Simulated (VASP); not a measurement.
Write the native input for VASP 6.6.1 that does the following.

| Property | Result |
| --- | --- |
| Task | relaxation of cell and atoms |
| Functional | BLYP |
| Dispersion | D3(BJ) |
| Potentials or basis | VASP PAW PBE potentials, release 64 (Mn_pv, S) |
| Cutoff | 600 eV |
| k mesh | 9 × 9 × 9 |
| Occupations | fermi-dirac, width 0.05 eV |
| Spin | collinear spin, ferromagnetic start |
| Starting moments | [4.0, 0.0] μB |
| Dipole correction | no |
| Further INCAR settings | ALGO = Normal; EDIFF = 1e-06; IBRION = 2; EDIFFG = -0.01; NSW = 60; ISIF = 3 |

The structure of MnS lies in POSCAR:

```
MnS
1.0
    0.0000000000      2.6045000000      2.6045000000
    2.6045000000      0.0000000000      2.6045000000
    2.6045000000      2.6045000000      0.0000000000
Mn S
1 1
Direct
    0.0000000000      0.0000000000      0.0000000000
    0.5000000000      0.5000000000      0.5000000000
```

The input as run:

INCAR

```
PREC     = Accurate       # precision mode
ENCUT    = 600            # plane-wave cutoff, eV
EDIFF    = 1E-6           # SCF threshold, eV
ISMEAR   = -1             # smearing method
SIGMA    = 0.05           # smearing width, eV
LREAL    = False          # projectors in reciprocal space
LASPH    = True           # aspherical terms in the spheres
NELM     = 150            # most SCF steps
ALGO     = Normal         # electronic algorithm
ISIF     = 3              # what is computed and relaxed
LWAVE    = False          # write WAVECAR
LCHARG   = False          # write CHGCAR
ISPIN    = 2              # spin polarisation
MAGMOM   = 4 0            # initial moments
LORBIT   = 11             # projections on sites
LMAXMIX  = 4              # l up to which the mixer works
GGA      = B5             # functional
ALDAX    = 1.0          
AGGAX    = 1.0          
AGGAC    = 1.0          
ALDAC    = 0.0          
IVDW     = 12             # dispersion correction
VDW_S6   = 1.0          
VDW_S8   = 2.6996       
VDW_A1   = 0.4298       
VDW_A2   = 4.2359       
IBRION   = 2              # ionic algorithm
NSW      = 60             # ionic steps
EDIFFG   = -0.01          # ionic threshold
```

KPOINTS

```
regular mesh
0
Gamma
  9 9 9
```

Potentials or basis: VASP PAW PBE potentials, release 64 (Mn_pv, S).

Launch:

```bash
$ cat potpaw_PBE.64/Mn_pv/POTCAR potpaw_PBE.64/S/POTCAR > POTCAR
$ mpirun -np 1 vasp_std > vasp.out
```

It gave:

The relaxed volume is 15.82 Å³/atom, the relaxed cell is a = 3.550 Å, b = 3.550 Å, c = 3.550 Å, α = 60.00°, β = 60.00°, γ = 60.00° and the space group after relaxing (to 0.1 Å) is Fm-3m (No. 225). The energy gained by relaxing is 58.5 meV/atom, the ionic steps are 12 and the pressure after relaxing is -0.1 GPa. The net moment is 4.16 μB per cell and the site moments are Mn +3.84; S +0.08 μB. The valence electrons inside the program's atomic spheres are Mn 11.47; S 3.78 and the dispersion energy per atom is -1.018 eV.

Caveat: the PAW data sets were made with another functional, which shifts forces and pressure a little; a cell with one magnetic atom can't hold antiferromagnetic order, which such compounds often take.

Run time: 7.7 min on 1 thread of Intel(R) Xeon(R) Platinum 8259CL CPU @ 2.50GHz (Skylake/Cascade Lake), with other jobs on the host, peak memory 0.22 GiB.
